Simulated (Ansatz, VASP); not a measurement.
Two plane-wave programs on Rh

```
Rh
1.0
     2.69174    0.00000    0.00000
    -1.34587    2.33112    0.00000
     0.00000    0.00000    8.79807
Rh
4
Direct
  0.66667 0.33333 0.75000
  0.00000 0.00000 0.50000
  0.33333 0.66667 0.25000
  0.00000 0.00000 0.00000
```

Alike in both runs: functional r2SCAN; k mesh 6 × 6 × 2; occupations fermi-dirac, width 0.05 eV; no spin polarisation.

```csv
,VASP,Ansatz
version,VASP 6.6.1,Ansatz 0.2.0
potentials or method,"VASP PAW PBE potentials, release 64 (Rh_sv_GW)",Ansatz PAW
plane-wave cutoff (eV),680,500
valence electrons in the cell,68,68
task,single point,projected density of states
```

VASP gave:

```
gap on the k mesh at the Fermi level (eV)                     : none
pressure (GPa)                                                : -0.5
traceless stress, the component that is largest in VASP (GPa) : -3.76
```

Question: What did Ansatz give for the same quantities?

Answer: gap on the k mesh at the Fermi level (eV): none; pressure (GPa): -0.6; traceless stress, the component that is largest in VASP (GPa): -3.76.

VASP's potentials were made for PBE, not for r2SCAN. A gap of «none» marks a metal or a gap that the smearing closes.

The k mesh is coarse, so the values compare programs but aren't converged.
